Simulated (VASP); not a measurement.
# Li (P6_3/mmc) in VASP: further runs

Runs on Li. Level: PBEsol. Tasks: single point.

Everything below comes from runs of VASP 6.6.1. Logs are shortened: lines on timing, memory, paths and dates and some standing lists are left out, and cuts for length are marked.

## Step 1: The cell of the first run

It takes space group P6_3/mmc (No. 194, hexagonal). Conventional cell: a = 3.058 Å, b = 3.058 Å, c = 9.965 Å, α = 90.00°, β = 90.00°, γ = 120.00°. Li (site symmetry -3m) has 12 Li at 3.05 to 3.06 Å within 4.0 Å. Li (site symmetry -6m2) has 12 Li at 3.05 to 3.06 Å within 4.0 Å.

This isn't the form of Li at room conditions, which is bcc.

## Step 2: Single point, PBEsol (20.18 Å³/atom)

INCAR

```
SYSTEM = Li
ALGO     = Normal         ! electronic algorithm
EDIFF    = 1E-7           ! SCF threshold, eV
ENCUT    = 520            ! plane-wave cutoff, eV
GGA      = PS             ! functional
ISIF     = 2              ! what is computed and relaxed
ISMEAR   = -1             ! smearing method
LASPH    = .TRUE.         ! aspherical terms in the spheres
LCHARG   = .FALSE.        ! write CHGCAR
LREAL    = .FALSE.        ! projectors in reciprocal space
LWAVE    = .FALSE.        ! write WAVECAR
NBANDS   = 14             ! bands
NELM     = 100            ! most SCF steps
PREC     = Accurate       ! precision mode
SIGMA    = 0.1            ! smearing width, eV
```

KPOINTS

```
k-points
0
G
  13 13 4
  0 0 0
```

POSCAR

```
Li
1.0
    3.0583375306      0.0000000000      0.0000000000
   -1.5291687653      2.6485979949      0.0000000000
    0.0000000000      0.0000000000      9.9649218466
Li
4
Direct
    1.0000000000      0.0000000000      1.0000000000
    1.0000000000      1.0000000000      0.5000000000
    0.3333333333      0.6666666667      0.2500000000
    0.6666666667      0.3333333333      0.7500000000
```

Potentials or basis: VASP PAW PBE potentials, release 64 (Li_sv).

The run is started by

```sh
> cat potpaw_PBE.64/Li_sv/POTCAR > POTCAR
> mpirun -np 1 vasp_std > vasp.out
```

OUTCAR:

```text
SYSTEM = Li
   EDIFF = 1E-7
   ENCUT = 520
   GGA = PS
   ISIF = 2
   ISMEAR = -1
   LASPH = .TRUE.
   LREAL = .FALSE.
   NELM = 100
   PREC = Accurate

 ion  position               nearest neighbor table
   1  0.000  0.000  0.000-
   2  0.000  0.000  0.500-
   3  0.333  0.667  0.250-
   4  0.667  0.333  0.750-

  LATTYP: Found a hexagonal cell.
 ALAT       =     3.0583375306
 C/A-ratio  =     3.2582806008

  Lattice vectors:

 A1 = (   3.0583375306,   0.0000000000,   0.0000000000)
 A2 = (  -1.5291687653,   2.6485979949,   0.0000000000)
 A3 = (   0.0000000000,   0.0000000000,   9.9649218466)

Analysis of symmetry for initial positions (statically):
=====================================================================
 Subroutine PRICEL returns:
 Original cell was already a primitive cell.

 Routine SETGRP: Setting up the symmetry group for a
 hexagonal supercell.

 Subroutine GETGRP returns: Found 24 space group operations
 (whereof 12 operations were pure point group operations)
 out of a pool of 24 trial point group operations.

The static configuration has the point symmetry D_3d.
 The point group associated with its full space group is D_6h.

Analysis of symmetry for dynamics (positions and initial velocities):
=====================================================================
 Subroutine PRICEL returns:
 Original cell was already a primitive cell.

 Routine SETGRP: Setting up the symmetry group for a
 hexagonal supercell.

 Subroutine GETGRP returns: Found 24 space group operations
 (whereof 12 operations were pure point group operations)
 out of a pool of 24 trial point group operations.

The dynamic configuration has the point symmetry D_3d.
 The point group associated with its full space group is D_6h.

 Subroutine INISYM returns: Found 24 space group operations
 (whereof 12 operations are pure point group operations),
 and found     1 'primitive' translations

----------------------------------------------------------------------------------------

                                     Primitive cell

  volume of cell :      80.7189

  direct lattice vectors                    reciprocal lattice vectors
     3.058337531  0.000000000  0.000000000     0.326975028  0.188779120  0.000000000
    -1.529168765  2.648597995  0.000000000     0.000000000  0.377558241  0.000000000
     0.000000000  0.000000000  9.964921847     0.000000000  0.000000000  0.100352016

  length of vectors
     3.058337531  3.058337531  9.964921847     0.377558241  0.377558241  0.100352016
[... 92 lines left out ...]
   ISYM   =      2    0-nonsym 1-usesym 2-fastsym
   POTIM  = 0.5000    time-step for ionic-motion
   TEBEG  =    0.0;   TEEND  =   0.0 temperature during run
   PSTRESS=    0.0 pullay stress
   NELECT =      12.0000    total number of electrons
   NUPDOWN=      -1.0000    fix difference up-down
   EMIN   =  10.00;   EMAX   =-10.00  energy-range for DOS
   EFERMI =   0.00;   METHOD = LEGACY
   ISMEAR =    -1;   SIGMA  =   0.10  broadening in eV -4-tet -1-fermi 0-gaus
   EFERMI_NEDOS =   21; number of points for ismear=-14 and -15
   IALGO  =     38    algorithm
   IMIX   =      4    mixing-type and parameters
     AMIX     =   0.40;   BMIX     =  1.00
     AMIX_MAG =   1.60;   BMIX_MAG =  1.00
  volume/ion in A,a.u.               =      20.18       136.18
  Fermi-wavevector in a.u.,A,eV,Ry     =   0.867248  1.638862 10.233209  0.752120
  Thomas-Fermi vector in A             =   1.985755
   LORBIT       =      0    0 simple, 1 ext, 2 COOP (PROOUT), +10 PAW based schemes
   GGA     = PS    functional components
   LHFCALC =     F    Hartree Fock is set to
   AEXX    =    0.0000 exact exchange contribution
   IVDW    =     0    specifies the selected vdW correction
   LEPSILON=     F    determine dielectric tensor
   LRPA    =     F    only Hartree local field effects (RPA)
 non-spin polarized calculation
  energy-cutoff  :      520.00
  volume of cell :       80.72
 maximum number of plane-waves:      2210
 NGX is ok and might be reduce to    24
   NGX = 11   NGY = 11   NGZ = 37

 number of electron      11.9999999 magnetization

 Free energy of the ion-electron system (eV)
  ---------------------------------------------------
  ext. energy  EPLUGINS =         0.00000000
  ---------------------------------------------------
  free energy    TOTEN  =        -7.89787376 eV

  energy without entropy =       -7.82881223  energy(sigma->0) =       -7.86334300

 E-fermi :   0.6483     XC(G=0):  -7.0285

 val. band max:        0.6398320977   @ k =   0.2308   0.1538   0.2500
 cond. band min:       0.6568946031   @ k =   0.3846   0.1538   0.0000
 fundamental gap:      0.0170625053
 Fermi energy:         0.6482604300

 k-point     1 :       0.0000    0.0000    0.0000
  band No.  band energies     occupation
      1     -45.2662      2.00000
      2     -45.2568      2.00000
      3     -45.2558      2.00000
      4     -45.2466      2.00000
      5      -2.9215      2.00000
      6      -1.8038      2.00000
      7      -1.8030      2.00000
      8       0.6325      1.07849
      9       3.6063      0.00000
     10       8.6802      0.00000
     11       8.6854      0.00000
     12      13.1918      0.00000
     13      13.1918      0.00000
     14      13.7735      0.00000
[... 377 lines left out ...]
      1     -45.2618      2.00000
      2     -45.2570      2.00000
      3     -45.2503      2.00000
      4     -45.2455      2.00000
      5      -2.4749      2.00000
      6      -1.9104      2.00000
      7      -0.7905      2.00000
      8       0.7117      0.69311
      9       4.3177      0.00000
     10       7.1011      0.00000
     11      10.0927      0.00000
     12      10.7381      0.00000
     13      11.2280      0.00000
     14      11.5025      0.00000

 [... further k-points ...]
[... 5 lines left out ...]
  --------------------------------------------------------------------------------------
  -------------------------------------------------------------------------------------
  Total       -0.0491292     -0.0491292      0.0169987      0.0000000      0.0000000      0.0000000
  in kB       -0.9751576     -0.9751576      0.3374041      0.0000000      0.0000000      0.0000000
  external PRESSURE =      -0.5376370 kB  Pullay stress =       0.0000000 kB

 VOLUME and BASIS-vectors are now :
 -----------------------------------------------------------------------------
  energy-cutoff  :      520.00
  volume of cell :       80.72
      direct lattice vectors                 reciprocal lattice vectors
     3.058337531  0.000000000  0.000000000     0.326975028  0.188779120  0.000000000
    -1.529168765  2.648597995  0.000000000     0.000000000  0.377558241  0.000000000
     0.000000000  0.000000000  9.964921847     0.000000000  0.000000000  0.100352016

 POSITION                                       TOTAL-FORCE (eV/Angst)
 -----------------------------------------------------------------------------------
      0.00000      0.00000      0.00000        -0.000000      0.000000     -0.000000
      0.00000      0.00000      4.98246        -0.000000      0.000000     -0.000000
     -0.00000      1.76573      2.49123        -0.000000     -0.000000      0.000000
      1.52917      0.88287      7.47369         0.000000      0.000000      0.000000
 -----------------------------------------------------------------------------------
    total drift:                               -0.000000      0.000000     -0.000000

  FREE ENERGIE OF THE ION-ELECTRON SYSTEM (eV)
  ---------------------------------------------------
  free  energy   TOTEN  =        -7.8978737619 eV

  energy  without entropy=       -7.8288122308  energy(sigma->0) =       -7.86334300
```

OSZICAR:

```text
N       E                     dE             d eps       ncg     rms          rms(c)
DAV:   1     0.421942565687E+02    0.42194E+02   -0.49577E+03  1764   0.817E+02
DAV:   2     0.270227953154E+01   -0.39492E+02   -0.38082E+02  2086   0.189E+02
DAV:   3    -0.766847744302E+01   -0.10371E+02   -0.10255E+02  3418   0.465E+01
DAV:   4    -0.789770739163E+01   -0.22923E+00   -0.22907E+00  2310   0.127E+01
DAV:   5    -0.790759060685E+01   -0.98832E-02   -0.98826E-02  2828   0.194E+00    0.698E-01
DAV:   6    -0.790062915476E+01    0.69615E-02   -0.32897E-03  2980   0.383E-01    0.397E-01
DAV:   7    -0.789770850764E+01    0.29206E-02   -0.66745E-03  2864   0.434E-01    0.498E-02
DAV:   8    -0.789787388436E+01   -0.16538E-03   -0.16250E-03  2620   0.239E-01    0.950E-03
DAV:   9    -0.789787471276E+01   -0.82840E-06   -0.19669E-05  2654   0.347E-02    0.439E-03
DAV:  10    -0.789787462610E+01    0.86665E-07   -0.29217E-06  3388   0.109E-02    0.584E-03
DAV:  11    -0.789787374826E+01    0.87784E-06   -0.28941E-07  2200   0.538E-03    0.246E-04
DAV:  12    -0.789787376190E+01   -0.13645E-07   -0.94891E-08  1698   0.282E-03
   1 F= -.78978738E+01 E0= -.78633430E+01  d E =-.690615E-01
```

stdout:

```text
POSCAR found type information on POSCAR Li
 POSCAR found :  1 types and       4 ions
 scaLAPACK will be used
 -----------------------------------------------------------------------------
|                                                                             |
|                                                                             |
|     You enforced a specific xc type in the INCAR file but a different       |
|     I HOPE YOU KNOW WHAT YOU ARE DOING!                                     |
|                                                                             |
 -----------------------------------------------------------------------------

 LDA part: xc-table for (Slater+PW92), standard interpolation
 POSCAR, INCAR and KPOINTS ok, starting setup
 FFT: planning ... GRIDC
 FFT: planning ... GRID_SOFT
 FFT: planning ... GRID
 WAVECAR not read
 entering main loop
```

Wall time 2.1 min (1 thread of AMD EPYC, shared host); peak memory 0.18 GiB.

Results:

```yaml
Free_energy: -7.8979 eV
Band_gap_on_the_k_mesh: zero (bands 6 and 7 overlap by 4.08 eV)
```

Levels at points of the mesh, in eV from the Fermi level:
```csv
k point,band 2,band 3,band 4,band 5,band 6,band 7,band 8,band 9,band 10,band 11
"(0.00, 0.00, 0.00)",-45.91,-45.90,-45.89,-3.57,-2.45,-2.45,-0.02,2.96,8.03,8.04
"(0.00, 0.00, 0.50)",-45.91,-45.90,-45.90,-3.29,-3.29,-1.12,-1.12,4.73,4.73,11.90
```

Caveat: the cutoff is under 1.25 times the usual one of these potentials, so pressure, stress and relaxed cells hold a basis-set (Pulay) error; the PAW data sets were made with another functional, which shifts forces and pressure a little.

## Step 3: Single point, PBEsol (20.99 Å³/atom)

This run uses another cell than the first one, of 20.99 Å³/atom.

INCAR

```
  PREC = Accurate
  ENCUT = 520
  EDIFF = 1E-6
  ISMEAR = -1
  SIGMA = 0.1
  LREAL = False
  LASPH = True
  NELM = 100
  ALGO = Normal
  ISIF = 2
  LWAVE = False
  LCHARG = False
  GGA = PS
  NBANDS = 14
```

KPOINTS

```
regular mesh
0
Gamma
  13 13 4
```

POSCAR

```
Li
1.0
    3.0985834292      0.0000000000      0.0000000000
   -1.5492917146      2.6834519655      0.0000000000
    0.0000000000      0.0000000000     10.0960542773
Li
4
Direct
    1.0000000000      0.0000000000      1.0000000000
    1.0000000000      1.0000000000      0.5000000000
    0.3333333333      0.6666666667      0.2500000000
    0.6666666667      0.3333333333      0.7500000000
```

Potentials or basis: VASP PAW PBE potentials, release 64 (Li_sv).

The run is started by

```sh
> cat potpaw_PBE.64/Li_sv/POTCAR > POTCAR
> mpirun -np 1 vasp_std > vasp.out
```

Run time: 1.9 min. Hardware: 1 thread of AMD EPYC, shared host; peak memory 0.18 GiB.

It converged, with:

- Free energy: -7.8944 eV
- Band gap on the k mesh: zero (bands 6 and 7 overlap by 4.01 eV)

Levels at points of the mesh, in eV from the Fermi level:
```
           k point  band 3  band 4  band 5  band 6  band 7  band 8  band 9  band 10
(0.00, 0.00, 0.00)  -45.97  -45.96   -3.52   -2.42   -2.42    0.00    2.83     7.81
(0.00, 0.00, 0.50)  -45.97  -45.97   -3.24   -3.24   -1.10   -1.10    4.58     4.58
```

Caveat: the cutoff is under 1.25 times the usual one of these potentials, so pressure, stress and relaxed cells hold a basis-set (Pulay) error; the PAW data sets were made with another functional, which shifts forces and pressure a little.

## Step 4: Single point, PBEsol (21.79 Å³/atom)

This run uses another cell than the first one, of 21.79 Å³/atom.

INCAR

```
SYSTEM = Li
ALGO = Normal
EDIFF = 1E-7
ENCUT = 520
GGA = PS
ISIF = 2
ISMEAR = -1
LASPH = .TRUE.
LCHARG = .FALSE.
LREAL = .FALSE.
LWAVE = .FALSE.
NBANDS = 14
NELM = 60
PREC = Accurate
SIGMA = 0.1
```

KPOINTS

```
k-points
0
G
  13 13 4
  0 0 0
```

POSCAR

```
Li
1.0
    3.1378101685      0.0000000000      0.0000000000
   -1.5689050843      2.7174233182      0.0000000000
    0.0000000000      0.0000000000     10.2238660010
Li
4
Direct
    1.0000000000      0.0000000000      1.0000000000
    1.0000000000      1.0000000000      0.5000000000
    0.3333333333      0.6666666667      0.2500000000
    0.6666666667      0.3333333333      0.7500000000
```

The run is started by

```sh
> cat potpaw_PBE.64/Li_sv/POTCAR > POTCAR
> mpirun -np 1 vasp_std > vasp.out
```

Run time: 2.1 min. Hardware: 1 thread of AMD EPYC, shared host; peak memory 0.18 GiB.

It converged, with:

* Free energy: -7.8815 eV
* Band gap on the k mesh: zero (bands 6 and 7 overlap by 3.95 eV)

Levels at points of the mesh, in eV from the Fermi level:
| k point | band 3 | band 4 | band 5 | band 6 | band 7 | band 8 | band 9 | band 10 |
| --- | --- | --- | --- | --- | --- | --- | --- | --- |
| (0.00, 0.00, 0.00) | -46.04 | -46.03 | -3.47 | -2.38 | -2.38 | 0.02 | 2.72 | 7.61 |
| (0.00, 0.00, 0.50) | -46.03 | -46.03 | -3.20 | -3.20 | -1.08 | -1.08 | 4.45 | 4.45 |

Caveat: the cutoff is under 1.25 times the usual one of these potentials, so pressure, stress and relaxed cells hold a basis-set (Pulay) error; the PAW data sets were made with another functional, which shifts forces and pressure a little.

## Step 5: Single point, PBEsol (22.60 Å³/atom)

This run uses another cell than the first one, of 22.60 Å³/atom.

INCAR

```
SYSTEM = Li
PREC     = Accurate       ! precision mode
ENCUT    = 520            ! plane-wave cutoff, eV
EDIFF    = 1E-6           ! SCF threshold, eV
ISMEAR   = -1             ! smearing method
SIGMA    = 0.1            ! smearing width, eV
LREAL    = .False.        ! projectors in reciprocal space
LASPH    = .True.         ! aspherical terms in the spheres
NELM     = 60             ! most SCF steps
ALGO     = Normal         ! electronic algorithm
ISIF     = 2              ! what is computed and relaxed
LWAVE    = .False.        ! write WAVECAR
LCHARG   = .True.         ! write CHGCAR
GGA      = PS             ! functional
LELF     = .True.         ! ELF
LVHAR    = .True.       
NBANDS   = 14             ! bands
```

KPOINTS

```
regular mesh
0
Gamma
  13 13 4
  0 0 0
```

POSCAR

```
Li
1.0
    3.1760799179      0.0000000000      0.0000000000
   -1.5880399589      2.7505658933      0.0000000000
    0.0000000000      0.0000000000     10.3485595828
Li
4
Direct
    1.0000000000      0.0000000000      1.0000000000
    1.0000000000      1.0000000000      0.5000000000
    0.3333333333      0.6666666667      0.2500000000
    0.6666666667      0.3333333333      0.7500000000
```

The run is started by

```sh
> cat potpaw_PBE.64/Li_sv/POTCAR > POTCAR
> mpirun -np 1 vasp_std > vasp.out
```

Wall time 1.8 min (1 thread of AMD EPYC, shared host); peak memory 0.18 GiB.

It converged, with:

```
Free energy            : -7.8607 eV
Band gap on the k mesh : zero (bands 6 and 7 overlap by 3.90 eV)
```

Levels at points of the mesh, in eV from the Fermi level:
| k point | band 4 | band 5 | band 6 | band 7 | band 8 | band 9 |
| --- | --- | --- | --- | --- | --- | --- |
| (0.00, 0.00, 0.00) | -46.10 | -3.42 | -2.35 | -2.35 | 0.03 | 2.61 |
| (0.00, 0.00, 0.50) | -46.10 | -3.15 | -3.15 | -1.06 | -1.06 | 4.32 |

Caveat: the cutoff is under 1.25 times the usual one of these potentials, so pressure, stress and relaxed cells hold a basis-set (Pulay) error; the PAW data sets were made with another functional, which shifts forces and pressure a little.

## Step 6: Overview

| cell | gap on the mesh (eV) |
| --- | --- |
| a = 3.058, b = 3.058, c = 9.965 Å, angles 90.0, 90.0, 120.0°, 4 atoms | none |
| a = 3.099, b = 3.099, c = 10.096 Å, angles 90.0, 90.0, 120.0°, 4 atoms | none |
| a = 3.138, b = 3.138, c = 10.224 Å, angles 90.0, 90.0, 120.0°, 4 atoms | none |
| a = 3.176, b = 3.176, c = 10.349 Å, angles 90.0, 90.0, 120.0°, 4 atoms | none |

Alike in all rows: task single point; level PBEsol; potentials or basis VASP PAW PBE potentials, release 64 (Li_sv); no spin polarisation; k mesh 13 × 13 × 4; cutoff (eV) 520; smearing fermi-dirac 0.1 eV.

Caveats: the cutoff is under 1.25 times the usual one of these potentials, so pressure, stress and relaxed cells hold a basis-set (Pulay) error; the PAW data sets were made with another functional, which shifts forces and pressure a little.

Total energies depend on the potentials used, so only differences within one code and one set of settings carry meaning.

The gap in the log of VASP goes by the Fermi energy; the results here count the filled bands.